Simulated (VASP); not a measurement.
# TiB18N18 (a cell with a defect) (Ti interstitial hop between voids) in VASP: further runs

The runs below take TiB18N18 (a cell with a defect) (Ti interstitial hop between voids) through single point, with PBE.

Everything below comes from runs of VASP 6.6.1. Logs are shortened: lines on timing, memory, paths and dates and some standing lists are left out, and cuts for length are marked.

### Step 1. The cell of the first run

The cell holds a defect, 37 atoms: a = 7.465 Å, b = 7.465 Å, c = 6.495 Å, α = 90.00°, β = 90.00°, γ = 120.00°.

### Step 2. Single point, PBE

Contents of INCAR:

```
ALGO = Normal ; EDIFF = 1E-6
ENCUT = 520 ; GGA = PE
GGA_COMPAT = F ; ISIF = 2
ISMEAR = -1 ; LASPH = T
LCHARG = F ; LREAL = Auto
LWAVE = F ; NBANDS = 102
NELM = 120 ; PREC = Accurate
SIGMA = 0.01
```

Contents of KPOINTS:

```
k-points
0
Gamma
  1 1 1
```

Contents of POSCAR:

```
TiB18N18
1.0
    7.4650312800      0.0000000000      0.0000000000
   -3.7325156400      6.4649067300      0.0000000000
    0.0000000000      0.0000000000      6.4954828800
B N Ti
18 18 1
Direct
    0.1360428502      0.1960908414      0.2558005356
    0.1942683495      0.1343898739      0.7560703478
    0.1397372786      0.5325349837      0.2455146183
    0.1941286095      0.4730083708      0.7561819638
    0.1395730165      0.8653530876      0.2534010220
    0.1974647973      0.8043665929      0.7511386128
    0.4755133620      0.1955158911      0.2515851447
    0.5310625995      0.1380926342      0.7583266850
    0.4772145668      0.5276376199      0.1512939097
    0.5267242369      0.4764874620      0.8508091087
    0.4731074946      0.8626670473      0.2345988787
    0.5334347180      0.8071121855      0.7435187020
    0.8059751766      0.1983201079      0.2544705345
    0.8636473885      0.1376633936      0.7560432520
    0.8089314044      0.5347648689      0.2591805769
    0.8616233035      0.4714351076      0.7710929414
    0.8034562240      0.8643320365      0.2379678353
    0.8631883768      0.8019985773      0.7685462486
    0.0871461306      0.2515728483      0.7620281804
    0.2539454969      0.0894780117      0.2515300294
    0.0831327759      0.5830469266      0.7517952230
    0.2505797292      0.4190258442      0.2251172125
    0.0847422754      0.9132167325      0.7522455359
    0.2505963065      0.7542985852      0.2431046358
    0.4175886754      0.2490000347      0.7791663982
    0.5849378626      0.0835654747      0.2538773530
    0.4188449559      0.5833957329      0.7524395169
    0.5856811750      0.4198632886      0.2460295916
    0.4196923457      0.9163298478      0.7438914226
    0.5836014755      0.7510409976      0.2048809957
    0.7528352023      0.2490286507      0.7623139175
    0.9143951479      0.0853401330      0.2561852646
    0.7507199061      0.5824486195      0.8005098460
    0.9179143230      0.4208368525      0.2599752830
    0.7540968563      0.9156951905      0.7505324993
    0.9176164042      0.7555832132      0.2552475360
    0.3995300763      0.3953787899      0.4989091742
```

Potentials or basis: VASP PAW PBE potentials, release 64 (B, N, Ti_sv).

Run with:

```console
cat potpaw_PBE.64/B/POTCAR potpaw_PBE.64/N/POTCAR potpaw_PBE.64/Ti_sv/POTCAR > POTCAR
mpirun -np 1 vasp_gam > vasp.out
```

OUTCAR:

```text
EDIFF = 1E-6
   ENCUT = 520
   GGA = PE
   ISIF = 2
   ISMEAR = -1
   LASPH = T
   LREAL = Auto
   NELM = 120
   PREC = Accurate

 ion  position               nearest neighbor table
   1  0.136  0.196  0.256-  32 1.43  20 1.45  22 1.46  37 2.38
   2  0.194  0.134  0.756-  23 1.43  19 1.45  25 1.45  37 2.44
   3  0.140  0.533  0.246-  24 1.43  34 1.44  22 1.46
   4  0.194  0.473  0.756-  21 1.43  19 1.43  27 1.45  37 2.52
   5  0.140  0.865  0.253-  36 1.44  24 1.44  20 1.45
   6  0.197  0.804  0.751-  21 1.43  23 1.43  29 1.44
   7  0.476  0.196  0.252-  26 1.43  20 1.43  28 1.45  37 2.44
   8  0.531  0.138  0.758-  31 1.43  29 1.44  25 1.46
   9  0.477  0.528  0.151-  30 1.49  28 1.53  22 1.54  10 2.06  37 2.42
  10  0.527  0.476  0.851-  33 1.49  27 1.53  25 1.54   9 2.06  37 2.43
  11  0.473  0.863  0.235-  26 1.43  24 1.44  30 1.45
  12  0.533  0.807  0.744-  35 1.43  29 1.44  27 1.45
  13  0.806  0.198  0.254-  26 1.43  32 1.43  34 1.44
  14  0.864  0.138  0.756-  35 1.44  31 1.44  19 1.45
  15  0.809  0.535  0.259-  36 1.43  34 1.44  28 1.45
  16  0.862  0.471  0.771-  21 1.44  31 1.44  33 1.45
  17  0.803  0.864  0.238-  32 1.43  30 1.44  36 1.45
  18  0.863  0.802  0.769-  33 1.43  23 1.44  35 1.45
  19  0.087  0.252  0.762-   4 1.43  14 1.45   2 1.45
  20  0.254  0.089  0.252-   7 1.43   5 1.45   1 1.45
  21  0.083  0.583  0.752-   4 1.43   6 1.43  16 1.44
  22  0.251  0.419  0.225-   1 1.46   3 1.46   9 1.54  37 2.15
  23  0.085  0.913  0.752-   2 1.43   6 1.43  18 1.44
  24  0.251  0.754  0.243-   3 1.43   5 1.44  11 1.44
  25  0.418  0.249  0.779-   2 1.45   8 1.46  10 1.54  37 2.16
  26  0.585  0.084  0.254-  13 1.43   7 1.43  11 1.43
  27  0.419  0.583  0.752-  12 1.45   4 1.45  10 1.53  37 2.12
  28  0.586  0.420  0.246-  15 1.45   7 1.45   9 1.53  37 2.10
  29  0.420  0.916  0.744-   8 1.44   6 1.44  12 1.44
  30  0.584  0.751  0.205-  17 1.44  11 1.45   9 1.49
  31  0.753  0.249  0.762-   8 1.43  14 1.44  16 1.44
  32  0.914  0.085  0.256-  13 1.43   1 1.43  17 1.43
  33  0.751  0.582  0.801-  18 1.43  16 1.45  10 1.49
  34  0.918  0.421  0.260-   3 1.44  13 1.44  15 1.44
  35  0.754  0.916  0.751-  12 1.43  14 1.44  18 1.45
  36  0.918  0.756  0.255-  15 1.43   5 1.44  17 1.45
  37  0.400  0.395  0.499-  28 2.10  27 2.12  22 2.15  25 2.16   1 2.38   9 2.42  10 2.43   2 2.44
                             7 2.44   4 2.52

  LATTYP: Found a hexagonal cell.
 ALAT       =     7.4650312800
 C/A-ratio  =     0.8701213212

  Lattice vectors:

 A1 = (   7.4650312800,   0.0000000000,   0.0000000000)
 A2 = (  -3.7325156400,   6.4649067300,   0.0000000000)
 A3 = (   0.0000000000,   0.0000000000,   6.4954828800)

Analysis of symmetry for initial positions (statically):
=====================================================================
 Subroutine PRICEL returns:
 Original cell was already a primitive cell.

 Routine SETGRP: Setting up the symmetry group for a
 hexagonal supercell.

 Subroutine GETGRP returns: Found  1 space group operations
 (whereof  1 operations were pure point group operations)
 out of a pool of 24 trial point group operations.

The static configuration has the point symmetry C_1 .

Analysis of symmetry for dynamics (positions and initial velocities):
=====================================================================
 Subroutine PRICEL returns:
 Original cell was already a primitive cell.

 Routine SETGRP: Setting up the symmetry group for a
 hexagonal supercell.

 Subroutine GETGRP returns: Found  1 space group operations
 (whereof  1 operations were pure point group operations)
 out of a pool of 24 trial point group operations.

The dynamic configuration has the point symmetry C_1 .

 Subroutine INISYM returns: Found  1 space group operations
 (whereof  1 operations are pure point group operations),
 and found     1 'primitive' translations

----------------------------------------------------------------------------------------

                                     Primitive cell

  volume of cell :     313.4768

  direct lattice vectors                    reciprocal lattice vectors
     7.465031280  0.000000000  0.000000000     0.133957912  0.077340636  0.000000000
    -3.732515640  6.464906730  0.000000000     0.000000000  0.154681273  0.000000000
     0.000000000  0.000000000  6.495482880     0.000000000  0.000000000  0.153953142

  length of vectors
     7.465031280  7.465031281  6.495482880     0.154681273  0.154681273  0.153953142

  position of ions in fractional coordinates (direct lattice)
     0.136042850  0.196090841  0.255800536
     0.194268349  0.134389874  0.756070348
     0.139737279  0.532534984  0.245514618
     0.194128609  0.473008371  0.756181964
     0.139573017  0.865353088  0.253401022
     0.197464797  0.804366593  0.751138613
[... 29 lines left out ...]
     0.917616404  0.755583213  0.255247536
     0.399530076  0.395378790  0.498909174

  ion indices of the primitive-cell ions
   primitive index   ion index
                 1           1
                 2           2
                 3           3
                 4           4
                 5           5
                 6           6
[... 29 lines left out ...]
                36          36
                37          37

----------------------------------------------------------------------------------------

 KPOINTS: k-points

Automatic generation of k-mesh.
 Grid dimensions read from file:
 generate k-points for:    1    1    1

 Generating k-lattice:

  Cartesian coordinates                     Fractional coordinates (reciprocal lattice)
     0.133957912  0.077340636  0.000000000     1.000000000  0.000000000  0.000000000
     0.000000000  0.154681273  0.000000000     0.000000000  1.000000000  0.000000000
     0.000000000  0.000000000  0.153953142     0.000000000  0.000000000  1.000000000

  Length of vectors
     0.154681273  0.154681273  0.153953142

  Shift w.r.t. Gamma in fractional coordinates (k-lattice)
     0.000000000  0.000000000  0.000000000

 Subroutine IBZKPT returns following result:
 ===========================================

 Found      1 irreducible k-points:

 Following reciprocal coordinates:
            Coordinates               Weight
  0.000000  0.000000  0.000000      1.000000
   k-points           NKPTS =      1   k-points in BZ     NKDIM =      1   number of bands    NBANDS=    102
   number of dos      NEDOS =    301   number of ions     NIONS =     37
   total plane-waves  NPLWV = 150528
   dimension x,y,z NGX =    56 NGY =   56 NGZ =   48
   dimension x,y,z NGXF=   112 NGYF=  112 NGZF=   96
   ions per type =              18  18   1
   NGX,Y,Z   is equivalent  to a cutoff of  12.47, 12.47, 12.29 a.u.
   NGXF,Y,Z  is equivalent  to a cutoff of  24.94, 24.94, 24.57 a.u.
 SYSTEM =  unknown system
   PREC   = accura    normal or accurate (medium, high low for compatibility)
   ISTART =      0    job   : 0-new  1-cont  2-samecut
   ICHARG =      2    charge: 1-file 2-atom 10-const
   ISPIN  =      1    spin polarized calculation?
   LNONCOLLINEAR =      F non collinear calculations
   LSORBIT =      F    spin-orbit coupling
   LASPH  =      T    aspherical Exc in radial PAW
   ENCUT  =  520.0 eV  38.22 Ry    6.18 a.u.  13.88 13.88 12.08*2*pi/ulx,y,z
   NELM   =    120;   NELMIN=  2; NELMDL= -5     # of ELM steps
   EDIFF  = 0.1E-05   stopping-criterion for ELM
   LREAL  =      T    real-space projection
   EDIFFG = 0.1E-04   stopping-criterion for IOM
   NSW    =      0    number of steps for IOM
   IBRION =     -1    ionic relax: 0-MD 1-quasi-New 2-CG
   NFREE  =      0    steps in history (QN), initial steepest desc. (CG)
   ISIF   =      2    stress and relaxation
   ISYM   =      2    0-nonsym 1-usesym 2-fastsym
   POTIM  = 0.5000    time-step for ionic-motion
   TEBEG  =    0.0;   TEEND  =   0.0 temperature during run
   PSTRESS=    0.0 pullay stress
   NELECT =     156.0000    total number of electrons
   NUPDOWN=      -1.0000    fix difference up-down
   EMIN   =  10.00;   EMAX   =-10.00  energy-range for DOS
   EFERMI =   0.00;   METHOD = LEGACY
   ISMEAR =    -1;   SIGMA  =   0.01  broadening in eV -4-tet -1-fermi 0-gaus
   EFERMI_NEDOS =   21; number of points for ismear=-14 and -15
   IALGO  =     38    algorithm
   IMIX   =      4    mixing-type and parameters
     AMIX     =   0.40;   BMIX     =  1.00
     AMIX_MAG =   1.60;   BMIX_MAG =  1.00
  volume/ion in A,a.u.               =       8.47        57.17
  Fermi-wavevector in a.u.,A,eV,Ry     =   1.297322  2.451584 22.899223  1.683045
  Thomas-Fermi vector in A             =   2.428722
   LORBIT       =      0    0 simple, 1 ext, 2 COOP (PROOUT), +10 PAW based schemes
   GGA     = PE    functional components
[... 5 lines left out ...]
 non-spin polarized calculation
  energy-cutoff  :      520.00
  volume of cell :      313.48
 maximum number of plane-waves:      4207
 NGX is ok and might be reduce to    54
   NGX = 27   NGY = 27   NGZ = 25

 number of electron     156.0000002 magnetization

 Free energy of the ion-electron system (eV)
  ---------------------------------------------------
  ext. energy  EPLUGINS =         0.00000000
  ---------------------------------------------------
  free energy    TOTEN  =      -316.96190469 eV

  energy without entropy =     -316.96190469  energy(sigma->0) =     -316.96190469

 E-fermi :   6.1936     XC(G=0): -10.6177

 val. band max:        5.8269020478   @ k =   0.0000   0.0000   0.0000
 cond. band min:       6.4824238880   @ k =   0.0000   0.0000   0.0000
 fundamental gap:      0.6555218402
 Fermi energy:         6.1935908411

 k-point     1 :       0.0000    0.0000    0.0000
  band No.  band energies     occupation
      1     -51.7719      2.00000
      2     -28.5752      2.00000
      3     -27.9332      2.00000
      4     -27.8947      2.00000
      5     -14.7738      2.00000
      6     -14.3108      2.00000
[... 82 lines left out ...]
     89       9.9622      0.00000
     90      10.0697      0.00000
 [bands above 90 left out]

------------------------ aborting loop because EDIFF is reached ----------------------------------------

  FORCE on cell =-STRESS in cart. coord.  units (eV):
  Direction    XX          YY          ZZ          XY          YZ          ZX
  --------------------------------------------------------------------------------------
  -------------------------------------------------------------------------------------
  Total       23.0839584     20.9816225     13.1150405     -0.9026044     -0.9256472      0.9657653
  in kB      117.9819385    107.2369155     67.0308736     -4.6132045     -4.7309757      4.9360192
  external PRESSURE =      97.4165759 kB  Pullay stress =       0.0000000 kB

 VOLUME and BASIS-vectors are now :
 -----------------------------------------------------------------------------
  energy-cutoff  :      520.00
  volume of cell :      313.48
      direct lattice vectors                 reciprocal lattice vectors
     7.465031280  0.000000000  0.000000000     0.133957912  0.077340636  0.000000000
    -3.732515640  6.464906730  0.000000000     0.000000000  0.154681273  0.000000000
     0.000000000  0.000000000  6.495482880     0.000000000  0.000000000  0.153953142

 POSITION                                       TOTAL-FORCE (eV/Angst)
 -----------------------------------------------------------------------------------
      0.28365      1.26771      1.66155         0.098515     -0.090389      0.028508
      0.94861      0.86882      4.91104        -0.113440      0.056485     -0.036853
     -0.94455      3.44279      1.59474         0.097954     -0.057952     -0.004766
     -0.31633      3.05795      4.91177        -0.098494      0.079206     -0.045039
     -2.18803      5.59443      1.64596         0.093853     -0.050150      0.012706
     -1.52823      5.20015      4.87901        -0.090658      0.057576     -0.030850
[... 29 lines left out ...]
      4.02981      4.88478      1.65796         0.106412     -0.053750      0.013010
      1.50675      2.55609      3.24066         0.063954      0.142407      0.025566
 -----------------------------------------------------------------------------------
    total drift:                               -0.004321      0.004338     -0.004494

  FREE ENERGIE OF THE ION-ELECTRON SYSTEM (eV)
  ---------------------------------------------------
  free  energy   TOTEN  =      -316.9619046914 eV

  energy  without entropy=     -316.9619046914  energy(sigma->0) =     -316.96190469
```

Wall time 42 s (1 thread of Intel Xeon 6975P-C (Granite Rapids), shared host); peak memory 0.36 GiB.

Results:

| Item | Value |
| --- | --- |
| Free energy | -316.9619 eV |
| Pressure | 9.7 GPa |
| Largest force | 0.254 eV/Å |
| Band gap on the k mesh | 0.66 eV |

Forces on the atoms (eV/Å):
```
B    0.099 -0.090  0.029
B   -0.113  0.056 -0.037
B    0.098 -0.058 -0.005
B   -0.098  0.079 -0.045
B    0.094 -0.050  0.013
B   -0.091  0.058 -0.031
B    0.116 -0.064  0.027
B   -0.109  0.067  0.004
B    0.121 -0.075 -0.210
B   -0.139  0.055  0.197
B    0.108 -0.063 -0.026
B   -0.105  0.037 -0.046
B    0.101 -0.062  0.029
B   -0.096  0.048 -0.010
B    0.096 -0.062  0.031
B   -0.093  0.058  0.032
B    0.104 -0.080 -0.016
B   -0.095  0.052  0.017
N   -0.109  0.066 -0.047
N    0.115 -0.060  0.045
N   -0.133  0.050 -0.016
N    0.098 -0.068 -0.012
N   -0.116  0.051 -0.015
N    0.107 -0.065 -0.009
N   -0.096  0.040  0.016
N    0.089 -0.061  0.027
N   -0.106  0.072 -0.032
N    0.128 -0.057  0.053
N   -0.106  0.055 -0.029
N    0.099 -0.066 -0.099
N   -0.110  0.049  0.010
N    0.105 -0.049  0.025
N   -0.128  0.046  0.082
N    0.105 -0.065  0.022
N   -0.108  0.066 -0.011
N    0.106 -0.054  0.013
Ti   0.064  0.142  0.026
```

Stress tensor (GPa, compression positive):
```
11.80 -0.46  0.49
-0.46 10.72 -0.47
 0.49 -0.47  6.70
```

Caveat: the k points lie up to 0.97 Å⁻¹ apart.

[end of part 1 of 2]
